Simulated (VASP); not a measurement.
Write the native input for VASP 6.6.1 that does the following.

```yaml
Task: single point
Functional: r2SCAN
Potentials_or_basis: VASP PAW PBE potentials, release 64 (Hg, Te)
Cutoff: 520 eV
k_mesh: 4 × 4 × 4
Occupations: methfessel-paxton, width 0.001 eV
Spin: no spin polarisation
Dipole_correction: no
Further_INCAR_settings: ALGO = Normal; EDIFF = 1e-06; NBANDS = 16
```

The system is HgTe.

```
Hg Te
1.0
     3.79034    0.00000    0.00000
     0.00000    3.79034    0.00000
     0.00000    0.00000    3.79034
Hg Te
1 1
Direct
  0.00000 0.00000 0.00000
  0.50000 0.50000 0.50000
```

One way to write it, as run:

POSCAR

```
HgTe
1.0
    3.7903382949      0.0000000000      0.0000000000
    0.0000000000      3.7903382949      0.0000000000
    0.0000000000      0.0000000000      3.7903382949
Hg Te
1 1
Direct
    0.0000000000      0.0000000000      0.0000000000
    0.5000000000      0.5000000000      0.5000000000
```

INCAR.step1

```
ALGO = Normal
EDIFF = 1E-4
ENCUT = 520
GGA = PE
ISMEAR = 1
LASPH = True
LCHARG = False
LREAL = False
LWAVE = True
NBANDS = 16
NELM = 80
PREC = Accurate
SIGMA = 0.001
```

INCAR.step2

```
ALGO = Normal
EDIFF = 1E-6
ENCUT = 520
ISIF = 2
ISMEAR = 1
ISTART = 1
LASPH = True
LCHARG = False
LMIXTAU = True
LREAL = False
LWAVE = False
METAGGA = R2SCAN
NBANDS = 16
NELM = 80
PREC = Accurate
SIGMA = 0.001
```

KPOINTS

```
k-points
0
Gamma
  4 4 4
```

Potentials or basis: VASP PAW PBE potentials, release 64 (Hg, Te).

The run is started by

```console
$ cat potpaw_PBE.64/Hg/POTCAR potpaw_PBE.64/Te/POTCAR > POTCAR
$ cp INCAR.step1 INCAR
$ mpirun -np 1 vasp_std > vasp.out
$ cp INCAR.step2 INCAR
$ mpirun -np 1 vasp_std > vasp.out
```

It gave:

```json
{
 "Pressure": "0.2 GPa",
 "Band gap on the k mesh": "zero (band 9 reaches 5.20 eV, above the bottom of band 10 at 3.63 eV)"
}
```

Caveat: the k points lie up to 0.41 Å⁻¹ apart; the PAW data sets were made with another functional, which shifts forces and pressure a little; spin-orbit coupling is left out, which moves the levels of the heavy elements.

Wall time 34 s on 1 thread of Intel(R) Xeon(R) Platinum 8488C (Sapphire Rapids), with other jobs on the host, peak memory 0.16 GiB.
